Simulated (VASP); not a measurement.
## Mg: single point with LDA

The system is Mg.

```xyz
1
Lattice="0.0000 2.2443 2.2443 2.2443 0.0000 2.2443 2.2443 2.2443 0.0000" Properties=species:S:1:pos:R:3 pbc="T T T"
Mg    0.0000    0.0000    0.0000
```

```yaml
Program: VASP 6.6.1
Task: single point
Functional: LDA
Potentials_or_basis: VASP PAW LDA potentials, release 64 (Mg)
Cutoff: 520 eV
k_mesh: 10 × 10 × 10
Occupations: gaussian, width 0.05 eV
Spin: no spin polarisation
Dipole_correction: no
Further_INCAR_settings: ALGO = Normal; EDIFF = 1e-07; NBANDS = 7
```

```
Pressure               : -1.7 GPa
Band gap on the k mesh : zero (band 1 reaches 3.39 eV, above the bottom of band 2 at 1.22 eV)
```

Levels at points of the mesh, in eV from the Fermi level:
| k point | band 1 | band 2 | band 3 | band 4 |
| --- | --- | --- | --- | --- |
| (0.00, 0.00, 0.00) | -7.04 | 12.33 | 12.33 | 12.33 |
| (0.50, 0.00, 0.00) | -1.76 | -1.39 | 11.26 | 11.26 |
| (0.50, 0.50, 0.00) | -0.28 | 0.73 | 6.08 | 6.89 |

Run time: 6.4 s on 1 thread of Intel Xeon 6975P-C, with other jobs on the host, peak memory 0.13 GiB.
